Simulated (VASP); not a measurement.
# Si3N4 (Fd-3m) in VASP: notebook, part 2 of 2

VASP 6.6.1. Earlier steps stand in the parts before.

## Step 3: Single point, PBEsol

This run uses another cell than the first one, of 8.29 Å³/atom.

File INCAR:

```
PREC     = Accurate       # precision mode
ENCUT    = 520            # plane-wave cutoff, eV
EDIFF    = 1E-6           # SCF threshold, eV
ISMEAR   = 0              # smearing method
SIGMA    = 0.02           # smearing width, eV
LREAL    = False          # projectors in reciprocal space
LASPH    = True           # aspherical terms in the spheres
NELM     = 100            # most SCF steps
ALGO     = Normal         # electronic algorithm
ISIF     = 2              # what is computed and relaxed
LWAVE    = False          # write WAVECAR
LCHARG   = True           # write CHGCAR
GGA      = PS             # functional
LELF     = True           # ELF
LVHAR    = True         
NBANDS   = 45             # bands
```

File KPOINTS:

```
regular mesh
0
Gamma
  6 6 6
```

File POSCAR:

```
Si3N4
1.0
    0.0000000000      3.8719790976      3.8719790976
    3.8719790976      0.0000000000      3.8719790976
    3.8719790976      3.8719790976      0.0000000000
Si N
6 8
Direct
    0.1250000000      0.1250000000      0.6250000000
    0.1250000000      0.6250000000      0.1250000000
    0.6250000000      0.1250000000      0.1250000000
    0.1250000000      0.1250000000      0.1250000000
    0.7500000000      0.7500000000      0.7500000000
    0.5000000000      0.5000000000      0.5000000000
    0.3675496349      0.3675496349      0.3675496349
    0.3526489046      0.8824503651      0.8824503651
    0.8824503651      0.8824503651      0.3526489046
    0.8824503651      0.3526489046      0.8824503651
    0.3675496349      0.3675496349      0.8973510954
    0.3675496349      0.8973510954      0.3675496349
    0.8824503651      0.8824503651      0.8824503651
    0.8973510954      0.3675496349      0.3675496349
```

Potentials or basis: VASP PAW PBE potentials, release 64 (Si, N).

The run is started by

```sh
cat potpaw_PBE.64/Si/POTCAR potpaw_PBE.64/N/POTCAR > POTCAR
mpirun -np 1 vasp_std > vasp.out
```

OUTCAR:

```text
PREC = Accurate
   ENCUT = 520
   EDIFF = 1E-6
   ISMEAR = 0
   LREAL = False
   LASPH = True
   NELM = 100
   ISIF = 2
   GGA = PS

 ion  position               nearest neighbor table
   1  0.125  0.125  0.625-   8 1.88  10 1.88  12 1.88  14 1.88  13 1.88   7 1.88   4 2.74   2 2.74
                             3 2.74   4 2.74   2 2.74   3 2.74
   2  0.125  0.625  0.125-   8 1.88   9 1.88  11 1.88  14 1.88  13 1.88   7 1.88   4 2.74   1 2.74
                             1 2.74   3 2.74   4 2.74   3 2.74
   3  0.625  0.125  0.125-   9 1.88  10 1.88  11 1.88  12 1.88   7 1.88  13 1.88   4 2.74   1 2.74
[... 988 lines left out ...]
  volume of cell :      116.10
      direct lattice vectors                 reciprocal lattice vectors
     0.000000000  3.871979098  3.871979098    -0.129132929  0.129132929  0.129132929
     3.871979098  0.000000000  3.871979098     0.129132929 -0.129132929  0.129132929
     3.871979098  3.871979098  0.000000000     0.129132929  0.129132929 -0.129132929

 POSITION                                       TOTAL-FORCE (eV/Angst)
 -----------------------------------------------------------------------------------
      2.90398      2.90398      0.96799         0.000000      0.000000      0.000000
      2.90398      0.96799      2.90398         0.000000      0.000000      0.000000
      0.96799      2.90398      2.90398         0.000000      0.000000      0.000000
      0.96799      0.96799      0.96799         0.000000      0.000000      0.000000
      5.80797      5.80797      5.80797         0.000000      0.000000      0.000000
      3.87198      3.87198      3.87198         0.000000      0.000000      0.000000
      2.84629      2.84629      2.84629         0.005094      0.005094      0.005094
      6.83366      4.78228      4.78228        -0.005094      0.005094      0.005094
      4.78228      4.78228      6.83366         0.005094      0.005094     -0.005094
      4.78228      6.83366      4.78228         0.005094     -0.005094      0.005094
      4.89767      4.89767      2.84629        -0.005094     -0.005094      0.005094
      4.89767      2.84629      4.89767        -0.005094      0.005094     -0.005094
      6.83366      6.83366      6.83366        -0.005094     -0.005094     -0.005094
      2.84629      4.89767      4.89767         0.005094     -0.005094     -0.005094
 -----------------------------------------------------------------------------------
    total drift:                                0.000000      0.000000      0.000000

  FREE ENERGIE OF THE ION-ELECTRON SYSTEM (eV)
  ---------------------------------------------------
  free  energy   TOTEN  =      -119.2918031420 eV

  energy  without entropy=     -119.2918031420  energy(sigma->0) =     -119.29180314
```

It took 2.5 min on 1 thread of Intel Xeon 8259CL, shared host; peak memory 0.27 GiB.

What came out:

```
Free energy            : -119.2918 eV
Pressure               : 0.3 GPa
Largest force          : 0.009 eV/Å
Band gap on the k mesh : 3.28 eV (least direct gap 3.32 eV)
```

Forces on the atoms (eV/Å):
```
Si   0.000  0.000  0.000
Si   0.000  0.000  0.000
Si   0.000  0.000  0.000
Si   0.000  0.000  0.000
Si   0.000  0.000  0.000
Si   0.000  0.000  0.000
N    0.005  0.005  0.005
N   -0.005  0.005  0.005
N    0.005  0.005 -0.005
N    0.005 -0.005  0.005
N   -0.005 -0.005  0.005
N   -0.005  0.005 -0.005
N   -0.005 -0.005 -0.005
N    0.005 -0.005 -0.005
```

Levels at points of the mesh, in eV from the valence-band top:
| k point | band 29 | band 30 | band 31 | band 32 | band 33 | band 34 | band 35 | band 36 |
| --- | --- | --- | --- | --- | --- | --- | --- | --- |
| (0.00, 0.00, 0.00) | -0.18 | -0.03 | -0.03 | -0.03 | 3.28 | 3.28 | 3.28 | 4.89 |
| (0.50, 0.00, 0.00) | -0.48 | -0.48 | -0.36 | -0.36 | 4.87 | 5.66 | 5.66 | 6.30 |
| (0.50, 0.50, 0.00) | -1.13 | -1.13 | -0.46 | -0.46 | 6.59 | 6.59 | 6.91 | 6.91 |

Caveat: the PAW data sets were made with another functional, which shifts forces and pressure a little. A k mesh can miss the band edges.

## Step 4: Single point, PBEsol (8.54 Å³/atom)

This run uses another cell than the first one, of 8.54 Å³/atom.

File INCAR:

```
  ALGO = Normal
  EDIFF = 1E-6
  ENCUT = 520
  GGA = PS
  ISIF = 2
  ISMEAR = 0
  LASPH = True
  LCHARG = False
  LREAL = False
  LWAVE = False
  NBANDS = 45
  NELM = 60
  PREC = Accurate
  SIGMA = 0.02
```

File KPOINTS:

```
k-points
0
Gamma
  6 6 6
```

File POSCAR:

```
Si3N4
1.0
    0.0000000000      3.9103180177      3.9103180177
    3.9103180177      0.0000000000      3.9103180177
    3.9103180177      3.9103180177      0.0000000000
Si N
6 8
Direct
    0.1250000000      0.1250000000      0.6250000000
    0.1250000000      0.6250000000      0.1250000000
    0.6250000000      0.1250000000      0.1250000000
    0.1250000000      0.1250000000      0.1250000000
    0.7500000000      0.7500000000      0.7500000000
    0.5000000000      0.5000000000      0.5000000000
    0.3673753184      0.3673753184      0.3673753184
    0.3521259551      0.8826246816      0.8826246816
    0.8826246816      0.8826246816      0.3521259551
    0.8826246816      0.3521259551      0.8826246816
    0.3673753184      0.3673753184      0.8978740449
    0.3673753184      0.8978740449      0.3673753184
    0.8826246816      0.8826246816      0.8826246816
    0.8978740449      0.3673753184      0.3673753184
```

The run is started by

```sh
cat potpaw_PBE.64/Si/POTCAR potpaw_PBE.64/N/POTCAR > POTCAR
mpirun -np 1 vasp_std > vasp.out
```

It took 2.5 min on 1 thread of Intel Xeon 8259CL, shared host; peak memory 0.28 GiB.

The run converged. Its results:

* Free energy: -119.2059 eV
* Pressure: -8.3 GPa
* Largest force: 0.008 eV/Å
* Band gap on the k mesh: 3.17 eV (least direct gap 3.21 eV)

Forces on the atoms (eV/Å):
```
Si   0.000  0.000  0.000
Si   0.000  0.000  0.000
Si   0.000  0.000  0.000
Si   0.000  0.000  0.000
Si   0.000  0.000  0.000
Si   0.000  0.000  0.000
N    0.005  0.005  0.005
N   -0.005  0.005  0.005
N    0.005  0.005 -0.005
N    0.005 -0.005  0.005
N   -0.005 -0.005  0.005
N   -0.005  0.005 -0.005
N   -0.005 -0.005 -0.005
N    0.005 -0.005 -0.005
```

Levels at points of the mesh, in eV from the valence-band top:
| k point | band 28 | band 29 | band 30 | band 31 | band 32 | band 33 | band 34 | band 35 | band 36 | band 37 |
| --- | --- | --- | --- | --- | --- | --- | --- | --- | --- | --- |
| (0.00, 0.00, 0.00) | -0.15 | -0.15 | -0.04 | -0.04 | -0.04 | 3.17 | 3.17 | 3.17 | 4.69 | 5.75 |
| (0.50, 0.00, 0.00) | -0.80 | -0.48 | -0.48 | -0.33 | -0.33 | 4.73 | 5.57 | 5.57 | 6.06 | 6.58 |
| (0.50, 0.50, 0.00) | -1.67 | -1.09 | -1.09 | -0.42 | -0.42 | 6.43 | 6.43 | 6.77 | 6.77 | 7.55 |

Caveat: the cell stands under tension; the PAW data sets were made with another functional, which shifts forces and pressure a little.

## Step 5: Single point, PBEsol (8.79 Å³/atom)

This run uses another cell than the first one, of 8.79 Å³/atom.

File INCAR:

```
ALGO = Normal
EDIFF = 1E-7
ENCUT = 520
GGA = PS
ISIF = 2
ISMEAR = 0
LASPH = True
LCHARG = True
LELF = True
LREAL = False
LVHAR = True
LWAVE = False
NBANDS = 45
NELM = 60
PREC = Accurate
SIGMA = 0.02
```

KPOINTS is that of step 4.

File POSCAR:

```
Si3N4
1.0
    0.0000000000      3.9479195361      3.9479195361
    3.9479195361      0.0000000000      3.9479195361
    3.9479195361      3.9479195361      0.0000000000
Si N
6 8
Direct
    0.1250000000      0.1250000000      0.6250000000
    0.1250000000      0.6250000000      0.1250000000
    0.6250000000      0.1250000000      0.1250000000
    0.1250000000      0.1250000000      0.1250000000
    0.7500000000      0.7500000000      0.7500000000
    0.5000000000      0.5000000000      0.5000000000
    0.3671886779      0.3671886779      0.3671886779
    0.3515660338      0.8828113221      0.8828113221
    0.8828113221      0.8828113221      0.3515660338
    0.8828113221      0.3515660338      0.8828113221
    0.3671886779      0.3671886779      0.8984339662
    0.3671886779      0.8984339662      0.3671886779
    0.8828113221      0.8828113221      0.8828113221
    0.8984339662      0.3671886779      0.3671886779
```

The run is started by

```sh
cat potpaw_PBE.64/Si/POTCAR potpaw_PBE.64/N/POTCAR > POTCAR
mpirun -np 1 vasp_std > vasp.out
```

Run time: 2.9 min. Hardware: 1 thread of Intel Xeon 8259CL, shared host; peak memory 0.28 GiB.

The run converged. Its results:

```yaml
Free_energy: -118.9466 eV
Pressure: -15.6 GPa
Largest_force: 0.007 eV/Å
Band_gap_on_the_k_mesh: 3.06 eV (least direct gap 3.12 eV)
```

Forces on the atoms (eV/Å):
```
Si   0.000  0.000  0.000
Si   0.000  0.000  0.000
Si   0.000  0.000  0.000
Si   0.000  0.000  0.000
Si   0.000  0.000  0.000
Si   0.000  0.000  0.000
N    0.004  0.004  0.004
N   -0.004  0.004  0.004
N    0.004  0.004 -0.004
N    0.004 -0.004  0.004
N   -0.004 -0.004  0.004
N   -0.004  0.004 -0.004
N   -0.004 -0.004 -0.004
N    0.004 -0.004 -0.004
```

Levels at points of the mesh, in eV from the valence-band top:
| k point | band 29 | band 30 | band 31 | band 32 | band 33 | band 34 | band 35 | band 36 |
| --- | --- | --- | --- | --- | --- | --- | --- | --- |
| (0.00, 0.00, 0.00) | -0.13 | -0.05 | -0.05 | -0.05 | 3.06 | 3.06 | 3.06 | 4.46 |
| (0.50, 0.00, 0.00) | -0.47 | -0.47 | -0.31 | -0.31 | 4.60 | 5.48 | 5.48 | 5.81 |
| (0.50, 0.50, 0.00) | -1.06 | -1.06 | -0.39 | -0.39 | 6.27 | 6.27 | 6.62 | 6.62 |

Caveat: the cell stands under tension; the PAW data sets were made with another functional, which shifts forces and pressure a little. A k mesh can miss the band edges.

## Step 6: Single point, PBEsol (9.12 Å³/atom)

This run uses another cell than the first one, of 9.12 Å³/atom.

File INCAR:

```
ALGO = Normal
EDIFF = 1E-6
ENCUT = 520
GGA = PS
ISIF = 2
ISMEAR = 0
LASPH = True
LCHARG = False
LREAL = False
LWAVE = False
NBANDS = 45
NELM = 100
PREC = Accurate
SIGMA = 0.02
```

KPOINTS is that of step 5.

File POSCAR:

```
Si3N4
1.0
    0.0000000000      3.9969670300      3.9969670300
    3.9969670300      0.0000000000      3.9969670300
    3.9969670300      3.9969670300      0.0000000000
Si N
6 8
Direct
    0.1250000000      0.1250000000      0.6250000000
    0.1250000000      0.6250000000      0.1250000000
    0.6250000000      0.1250000000      0.1250000000
    0.1250000000      0.1250000000      0.1250000000
    0.7500000000      0.7500000000      0.7500000000
    0.5000000000      0.5000000000      0.5000000000
    0.3669201109      0.3669201109      0.3669201109
    0.3507603326      0.8830798891      0.8830798891
    0.8830798891      0.8830798891      0.3507603326
    0.8830798891      0.3507603326      0.8830798891
    0.3669201109      0.3669201109      0.8992396674
    0.3669201109      0.8992396674      0.3669201109
    0.8830798891      0.8830798891      0.8830798891
    0.8992396674      0.3669201109      0.3669201109
```

Potentials or basis: VASP PAW PBE potentials, release 64 (Si, N).

The run is started by

```sh
cat potpaw_PBE.64/Si/POTCAR potpaw_PBE.64/N/POTCAR > POTCAR
mpirun -np 1 vasp_std > vasp.out
```

It took 2.6 min on 1 thread of Intel Xeon 8259CL, shared host; peak memory 0.28 GiB.

It converged, with:

- Free energy: -118.3744 eV
- Pressure: -23.8 GPa
- Largest force: 0.006 eV/Å
- Band gap on the k mesh: 2.93 eV (least direct gap 2.99 eV)

Forces in eV/Å, atoms in the order of the input:
```
Si   0.000  0.000  0.000
Si   0.000  0.000  0.000
Si   0.000  0.000  0.000
Si   0.000  0.000  0.000
Si   0.000  0.000  0.000
Si   0.000  0.000  0.000
N    0.003  0.003  0.003
N   -0.003  0.003  0.003
N    0.003  0.003 -0.003
N    0.003 -0.003  0.003
N   -0.003 -0.003  0.003
N   -0.003  0.003 -0.003
N   -0.003 -0.003 -0.003
N    0.003 -0.003 -0.003
```

Levels at points of the mesh, in eV from the valence-band top:
```tsv
k point	band 29	band 30	band 31	band 32	band 33	band 34	band 35	band 36
(0.00, 0.00, 0.00)	-0.11	-0.07	-0.07	-0.07	2.93	2.93	2.93	4.12
(0.50, 0.00, 0.00)	-0.46	-0.46	-0.28	-0.28	4.42	5.36	5.36	5.48
(0.50, 0.50, 0.00)	-1.02	-1.02	-0.35	-0.35	6.05	6.05	6.43	6.43
```

Caveat: the cell stands under tension; the PAW data sets were made with another functional, which shifts forces and pressure a little.

## Step 7: Overview

```csv
cell,gap on the mesh (eV),pressure (GPa),largest force (eV/Å)
"a = 5.420 Å, angles 60.0°, 14 atoms",3.40,10.3,0.01
"a = 5.476 Å, angles 60.0°, 14 atoms",3.28,0.3,0.01
"a = 5.530 Å, angles 60.0°, 14 atoms",3.17,-8.3,0.01
"a = 5.583 Å, angles 60.0°, 14 atoms",3.06,-15.6,0.01
"a = 5.653 Å, angles 60.0°, 14 atoms",2.93,-23.8,0.01
```

Alike in all rows: task single point; level PBEsol; potentials or basis VASP PAW PBE potentials, release 64 (Si, N); no spin polarisation; k mesh 6 × 6 × 6; cutoff (eV) 520; smearing gaussian 0.02 eV.

Caveats: the PAW data sets were made with another functional, which shifts forces and pressure a little; the cell stands under tension (at least some runs); the cell stands under pressure (at least some runs).

Absolute energies hang on the potentials; compare differences alone.
